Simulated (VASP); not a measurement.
# Sn2C3 (R-3m) in VASP: relaxation of cell and atoms with PBE

Aim: the relaxation of cell and atoms of Sn2C3 with PBE.

Program: VASP 6.6.1. These are calculated values, not measurements. Logs are shortened: lines on timing, memory, paths and dates and some standing lists are left out, and cuts for length are marked.

**1. The cell of the first run**

It takes space group R-3m (No. 166, trigonal). Conventional cell: a = 7.226 Å, b = 7.226 Å, c = 7.625 Å, α = 90.00°, β = 90.00°, γ = 120.00°. Sn (site symmetry 3m) has 3 C at 2.09 Å and 1 Sn at 2.84 Å within 2.9 Å. C (site symmetry 2/m) has 2 Sn at 2.09 Å within 2.8 Å.

The cell was built from a structure type or drawn by symmetry, and may not be a known phase.

**2. Relaxation of cell and atoms, PBE**

The input, INCAR:

```
ALGO = Normal
EDIFF = 1E-7
EDIFFG = -0.08
ENCUT = 600
GGA = PE
GGA_COMPAT = False
IBRION = 2
ISIF = 3
ISMEAR = 0
LASPH = True
LCHARG = False
LREAL = False
LWAVE = False
NELM = 120
NELMIN = 4
NSW = 36
PREC = Accurate
SIGMA = 0.2
```

The input, KPOINTS:

```
k-points
0
Gamma
  4 4 4
```

The input, POSCAR:

```
Sn2C3
1.0
    3.6132394900      2.0861047900      2.5416796700
   -3.6132394900      2.0861047900      2.5416796700
    0.0000000000     -4.1722095900      2.5416796700
Sn C
2 3
Direct
    0.3137324600      0.3137324600      0.3137324600
    0.6862675400      0.6862675400      0.6862675400
    0.5000000000      0.0000000000      0.5000000000
    0.5000000000      0.5000000000      0.0000000000
    0.0000000000      0.5000000000      0.5000000000
```

Potentials or basis: VASP PAW PBE potentials, release 64 (Sn_d, C).

Launch:

```console
> cat potpaw_PBE.64/Sn_d/POTCAR potpaw_PBE.64/C/POTCAR > POTCAR
> mpirun -np 1 vasp_std > vasp.out
```

OUTCAR:

```text
EDIFF = 1E-7
   EDIFFG = -0.08
   ENCUT = 600
   GGA = PE
   IBRION = 2
   ISIF = 3
   ISMEAR = 0
   LASPH = True
   LREAL = False
   NELM = 120
   NELMIN = 4
   NSW = 36
   PREC = Accurate

 ion  position               nearest neighbor table
   1  0.314  0.314  0.314-   3 2.09   5 2.09   4 2.09   2 2.84
   2  0.686  0.686  0.686-   3 2.09   5 2.09   4 2.09   1 2.84
   3  0.500  0.000  0.500-   1 2.09   2 2.09
   4  0.500  0.500  0.000-   1 2.09   2 2.09
   5  0.000  0.500  0.500-   1 2.09   2 2.09

  LATTYP: Found a trigonal (rhomboedric) cell.
 ALAT       =     4.8854343053
 COS(alpha) =    -0.0939995327

  Lattice vectors:

 A1 = (   3.6132394900,   2.0861047900,   2.5416796700)
 A2 = (  -3.6132394900,   2.0861047900,   2.5416796700)
 A3 = (   0.0000000000,  -4.1722095900,   2.5416796700)

Analysis of symmetry for initial positions (statically):
=====================================================================
 Subroutine PRICEL returns:
 Original cell was already a primitive cell.

 Routine SETGRP: Setting up the symmetry group for a
 trigonal (rhombohedral) supercell.

 Subroutine GETGRP returns: Found 12 space group operations
 (whereof 12 operations were pure point group operations)
 out of a pool of 12 trial point group operations.

The static configuration has the point symmetry D_3d.

Analysis of symmetry for dynamics (positions and initial velocities):
=====================================================================
 Subroutine PRICEL returns:
 Original cell was already a primitive cell.

 Routine SETGRP: Setting up the symmetry group for a
 trigonal (rhombohedral) supercell.

 Subroutine GETGRP returns: Found 12 space group operations
 (whereof 12 operations were pure point group operations)
 out of a pool of 12 trial point group operations.

The dynamic configuration has the point symmetry D_3d.

 Subroutine INISYM returns: Found 12 space group operations
 (whereof 12 operations are pure point group operations),
 and found     1 'primitive' translations

----------------------------------------------------------------------------------------

                                     Primitive cell

  volume of cell :     114.9489

  direct lattice vectors                    reciprocal lattice vectors
     3.613239490  2.086104790  2.541679670     0.138379978  0.079893717  0.131146870
    -3.613239490  2.086104790  2.541679670    -0.138379978  0.079893717  0.131146870
     0.000000000 -4.172209590  2.541679670     0.000000000 -0.159787435  0.131146870

  length of vectors
     4.885434305  4.885434305  4.885434311     0.206716051  0.206716051  0.206716051

  position of ions in fractional coordinates (direct lattice)
     0.313732460  0.313732460  0.313732460
     0.686267540  0.686267540  0.686267540
     0.500000000  1.000000000  0.500000000
     0.500000000  0.500000000  1.000000000
     1.000000000  0.500000000  0.500000000

  ion indices of the primitive-cell ions
   primitive index   ion index
                 1           1
                 2           2
                 3           3
                 4           4
                 5           5

----------------------------------------------------------------------------------------

 KPOINTS: k-points

Automatic generation of k-mesh.
 Grid dimensions read from file:
 generate k-points for:    4    4    4

 Generating k-lattice:

  Cartesian coordinates                     Fractional coordinates (reciprocal lattice)
     0.034594994  0.019973429  0.032786718     0.250000000 -0.000000000 -0.000000000
    -0.034594994  0.019973429  0.032786718    -0.000000000  0.250000000 -0.000000000
     0.000000000 -0.039946859  0.032786717    -0.000000000 -0.000000000  0.250000000

  Length of vectors
     0.051679013  0.051679013  0.051679013

  Shift w.r.t. Gamma in fractional coordinates (k-lattice)
     0.000000000  0.000000000  0.000000000

 Subroutine IBZKPT returns following result:
 ===========================================

 Found     13 irreducible k-points:

 Following reciprocal coordinates:
            Coordinates               Weight
  0.000000  0.000000  0.000000      1.000000
  0.250000  0.000000  0.000000      6.000000
  0.500000  0.000000  0.000000      3.000000
  0.250000  0.250000  0.000000      6.000000
  0.500000  0.250000  0.000000     12.000000
 -0.250000  0.250000  0.000000      6.000000
  0.500000  0.500000  0.000000      3.000000
  0.250000  0.250000  0.250000      2.000000
  0.500000  0.250000  0.250000      6.000000
 -0.250000  0.250000  0.250000      6.000000
  0.500000  0.500000  0.250000      6.000000
 -0.250000  0.500000  0.250000      6.000000
  0.500000  0.500000  0.500000      1.000000
   k-points           NKPTS =     13   k-points in BZ     NKDIM =     13   number of bands    NBANDS=     24
   number of dos      NEDOS =    301   number of ions     NIONS =      5
   total plane-waves  NPLWV =  64000
   dimension x,y,z NGX =    40 NGY =   40 NGZ =   40
   dimension x,y,z NGXF=    80 NGYF=   80 NGZF=   80
   ions per type =               2   3
   NGX,Y,Z   is equivalent  to a cutoff of  13.61, 13.61, 13.61 a.u.
   NGXF,Y,Z  is equivalent  to a cutoff of  27.22, 27.22, 27.22 a.u.
 SYSTEM =  unknown system
   PREC   = accura    normal or accurate (medium, high low for compatibility)
   ISTART =      0    job   : 0-new  1-cont  2-samecut
   ICHARG =      2    charge: 1-file 2-atom 10-const
   ISPIN  =      1    spin polarized calculation?
   LNONCOLLINEAR =      F non collinear calculations
   LSORBIT =      F    spin-orbit coupling
   LASPH  =      T    aspherical Exc in radial PAW
   ENCUT  =  600.0 eV  44.10 Ry    6.64 a.u.   9.76  9.76  9.76*2*pi/ulx,y,z
   NELM   =    120;   NELMIN=  4; NELMDL= -5     # of ELM steps
   EDIFF  = 0.1E-06   stopping-criterion for ELM
   LREAL  =      F    real-space projection
   EDIFFG = -.8E-01   stopping-criterion for IOM
   NSW    =     36    number of steps for IOM
   IBRION =      2    ionic relax: 0-MD 1-quasi-New 2-CG
   NFREE  =      1    steps in history (QN), initial steepest desc. (CG)
   ISIF   =      3    stress and relaxation
   ISYM   =      2    0-nonsym 1-usesym 2-fastsym
   POTIM  = 0.5000    time-step for ionic-motion
   TEBEG  =    0.0;   TEEND  =   0.0 temperature during run
   PSTRESS=    0.0 pullay stress
   NELECT =      40.0000    total number of electrons
   NUPDOWN=      -1.0000    fix difference up-down
   EMIN   =  10.00;   EMAX   =-10.00  energy-range for DOS
   EFERMI =   0.00;   METHOD = LEGACY
   ISMEAR =     0;   SIGMA  =   0.20  broadening in eV -4-tet -1-fermi 0-gaus
   EFERMI_NEDOS =   21; number of points for ismear=-14 and -15
   IALGO  =     38    algorithm
   IMIX   =      4    mixing-type and parameters
     AMIX     =   0.40;   BMIX     =  1.00
     AMIX_MAG =   1.60;   BMIX_MAG =  1.00
  volume/ion in A,a.u.               =      22.99       155.14
  Fermi-wavevector in a.u.,A,eV,Ry     =   1.151489  2.175999 18.040336  1.325927
  Thomas-Fermi vector in A             =   2.288146
   LORBIT       =      0    0 simple, 1 ext, 2 COOP (PROOUT), +10 PAW based schemes
   GGA     = PE    functional components
   LHFCALC =     F    Hartree Fock is set to
   AEXX    =    0.0000 exact exchange contribution
   IVDW    =     0    specifies the selected vdW correction
   LEPSILON=     F    determine dielectric tensor
   LRPA    =     F    only Hartree local field effects (RPA)
 conjugate gradient relaxation of ions
 non-spin polarized calculation
 Gauss-broadening in eV      SIGMA  =   0.20
  energy-cutoff  :      600.00
  volume of cell :      114.95
 maximum number of plane-waves:      3848
   NGX = 19   NGY = 19   NGZ = 19

--------------------------------------- Ionic step        1  -------------------------------------------

 number of electron      40.0000005 magnetization

 Free energy of the ion-electron system (eV)
  ---------------------------------------------------
  ext. energy  EPLUGINS =         0.00000000
  ---------------------------------------------------
  free energy    TOTEN  =       -21.03909132 eV

  energy without entropy =      -20.94225602  energy(sigma->0) =      -20.99067367

------------------------ aborting loop because EDIFF is reached ----------------------------------------

  FORCE on cell =-STRESS in cart. coord.  units (eV):
  Direction    XX          YY          ZZ          XY          YZ          ZX
  --------------------------------------------------------------------------------------
  -------------------------------------------------------------------------------------
  Total       -1.1879013     -1.1879013     -0.5514140      0.0000000      0.0000000      0.0000000
  in kB      -16.5571667    -16.5571668     -7.6856997      0.0000000      0.0000000      0.0000000
  external PRESSURE =     -13.6000111 kB  Pullay stress =       0.0000000 kB
[... 98 lines left out ...]
  FREE ENERGIE OF THE ION-ELECTRON SYSTEM (eV)
  ---------------------------------------------------
  free  energy   TOTEN  =       -21.1677478976 eV

  energy  without entropy=      -21.0681694875  energy(sigma->0) =      -21.11795869

 E-fermi :   3.8993     XC(G=0):  -9.1799

 val. band max:        3.8594360194   @ k =  -0.2500   0.2500   0.2500
 cond. band min:       3.9085620151   @ k =   0.5000   0.0000   0.0000
 fundamental gap:      0.0491259956
 Fermi energy:         3.8992505096

 k-point     1 :       0.0000    0.0000    0.0000
  band No.  band energies     occupation
      1     -17.7880      2.00000
      2     -17.6510      2.00000
      3     -17.6317      2.00000
      4     -17.6317      2.00000
      5     -17.6212      2.00000
      6     -17.6212      2.00000
[... 340 lines left out ...]
     23       5.2846      0.00000
     24       7.6709      0.00000

 E-fermi :   4.9815     XC(G=0):  -9.9087

 val. band max:        4.8942983814   @ k =   0.2500   0.2500   0.0000
 cond. band min:       4.9980149977   @ k =   0.5000   0.2500   0.2500
 fundamental gap:      0.1037166163
 Fermi energy:         4.9815175452

 k-point     1 :       0.0000    0.0000    0.0000
  band No.  band energies     occupation
      1     -16.5917      2.00000
      2     -16.4349      2.00000
      3     -16.4349      2.00000
      4     -16.3657      2.00000
      5     -16.3657      2.00000
      6     -16.2915      2.00000
[... 340 lines left out ...]
     23       7.1279      0.00000
     24       8.6991      0.00000

[... ionic steps 4 to 17 ...]

--------------------------------------- Ionic step       18  -------------------------------------------

 number of electron      39.9999995 magnetization

------------------------ aborting loop because EDIFF is reached ----------------------------------------
[... 73 lines left out ...]
--------------------------------------- Ionic step       20  -------------------------------------------

 number of electron      40.0000009 magnetization

 Free energy of the ion-electron system (eV)
  ---------------------------------------------------
  ext. energy  EPLUGINS =         0.00000000
  ---------------------------------------------------
  free energy    TOTEN  =       -23.01873560 eV

  energy without entropy =      -22.96506650  energy(sigma->0) =      -22.99190105

 E-fermi :   5.8660     XC(G=0): -10.3148

 val. band max:        5.7951802543   @ k =   0.2500   0.2500   0.2500
 cond. band min:       5.8895212615   @ k =   0.5000   0.2500   0.2500
 fundamental gap:      0.0943410072
 Fermi energy:         5.8660385372

 k-point     1 :       0.0000    0.0000    0.0000
  band No.  band energies     occupation
      1     -15.7213      2.00000
      2     -15.5146      2.00000
      3     -15.5146      2.00000
      4     -15.4366      2.00000
      5     -15.4366      2.00000
      6     -15.3448      2.00000
[... 372 lines left out ...]
  FREE ENERGIE OF THE ION-ELECTRON SYSTEM (eV)
  ---------------------------------------------------
  free  energy   TOTEN  =       -23.0187356007 eV

  energy  without entropy=      -22.9650664951  energy(sigma->0) =      -22.99190105

 reached required accuracy - stopping structural energy minimisation
```

Wall time 16 min (1 thread of Intel Xeon 8259CL, shared host); peak memory 0.27 GiB.

What came out:

```yaml
Free_energy: -23.0187 eV
Relaxed_volume: 16.82 Å³/atom
Relaxed_cell: a = 4.483 Å, b = 4.483 Å, c = 4.483 Å, α = 101.28°, β = 101.28°, γ = 101.28°
Space_group_after_relaxing_to_0.1_Å: R-3m (No. 166)
Energy_gained_by_relaxing: 395.9 meV/atom
Ionic_steps: 20
Pressure_after_relaxing: 0.2 GPa
Largest_force_after_relaxing: 0.034 eV/Å
Band_gap_on_the_k_mesh: zero (bands 20 and 21 overlap by 0.09 eV)
```

Forces in eV/Å, atoms in the order of the input:
```
Sn   0.000  0.000  0.034
Sn   0.000  0.000 -0.034
C    0.000  0.000  0.000
C    0.000  0.000  0.000
C    0.000  0.000  0.000
```

Stress tensor (GPa, compression positive):
```
0.09 0.00 0.00
0.00 0.09 0.00
0.00 0.00 0.33
```

The path:
| step | energy change (eV) | largest force (eV/Å) | pressure (GPa) | volume (Å³) |
| --- | --- | --- | --- | --- |
| 1 | 0.0000 | 0.9045 | -1.36 | 114.95 |
| 2 | -0.0866 | 0.7044 | -0.46 | 111.73 |
| 3 | -0.1287 | 0.7306 | 3.41 | 103.40 |
| 4 | -0.1400 | 0.6278 | 2.23 | 105.48 |
| 5 | -0.1845 | 0.6257 | 1.73 | 105.03 |
| 6 | -0.3333 | 0.7284 | 0.29 | 103.64 |
| 7 | -0.7325 | 0.9687 | -2.58 | 100.83 |
| 8 | -1.6080 | 0.2228 | -7.90 | 95.09 |
| 9 | -1.5304 | 1.8776 | -7.96 | 93.42 |
| 10 | -1.6183 | 0.4148 | -7.98 | 94.80 |
| 11 | -1.6538 | 0.9934 | -7.62 | 93.24 |
| 12 | -1.6542 | 1.0629 | -7.56 | 93.08 |
| 13 | -1.7042 | 1.0046 | -6.91 | 92.10 |
| 14 | -1.8241 | 0.8194 | -4.60 | 89.19 |
| 15 | -1.9067 | 0.3732 | 1.50 | 83.57 |
| 16 | -1.9093 | 0.4530 | 0.39 | 84.43 |
| 17 | -1.9217 | 0.4275 | 0.37 | 84.37 |
| 18 | -1.9525 | 0.3399 | 0.37 | 84.18 |
| 19 | -1.9784 | 0.1171 | 0.44 | 83.76 |
| 20 | -1.9796 | 0.0338 | 0.17 | 84.08 |

Final structure:
```yaml
crystal:
  lattice:
    - [3.46640, 2.00133, 2.01985]
    - [-3.46640, 2.00133, 2.01985]
    - [0.00000, -4.00266, 2.01985]
  atoms:
    - { symbol: Sn, position: [0.22530, 0.22530, 0.22530] }
    - { symbol: Sn, position: [0.77470, 0.77470, 0.77470] }
    - { symbol: C, position: [0.50000, 0.00000, 0.50000] }
    - { symbol: C, position: [0.50000, 0.50000, 0.00000] }
    - { symbol: C, position: [0.00000, 0.50000, 0.50000] }
```

Levels at points of the mesh, in eV from the Fermi level:
| k point | band 17 | band 18 | band 19 | band 20 | band 21 | band 22 | band 23 | band 24 |
| --- | --- | --- | --- | --- | --- | --- | --- | --- |
| (0.00, 0.00, 0.00) | -3.20 | -2.33 | -2.33 | -0.95 | 1.26 | 1.91 | 1.91 | 2.01 |
| (0.50, 0.00, 0.00) | -2.04 | -1.75 | -0.65 | -0.37 | 0.05 | 0.66 | 1.85 | 2.00 |
| (0.50, 0.50, 0.00) | -2.74 | -1.59 | -0.85 | -0.50 | 0.24 | 1.01 | 2.35 | 2.85 |
| (0.50, 0.50, 0.50) | -3.89 | -2.97 | -0.60 | -0.60 | 2.02 | 2.45 | 2.45 | 4.36 |

Caveat: the volume moved by over 15 % at a fixed basis, so the end points are rough; semilocal functionals underestimate gaps, so a narrow gap can read as zero; spin-orbit coupling is left out, which moves the levels of the heavy elements; the relaxation stopped at a loose force limit of 0.08 eV/Å, so its end isn't a converged minimum.
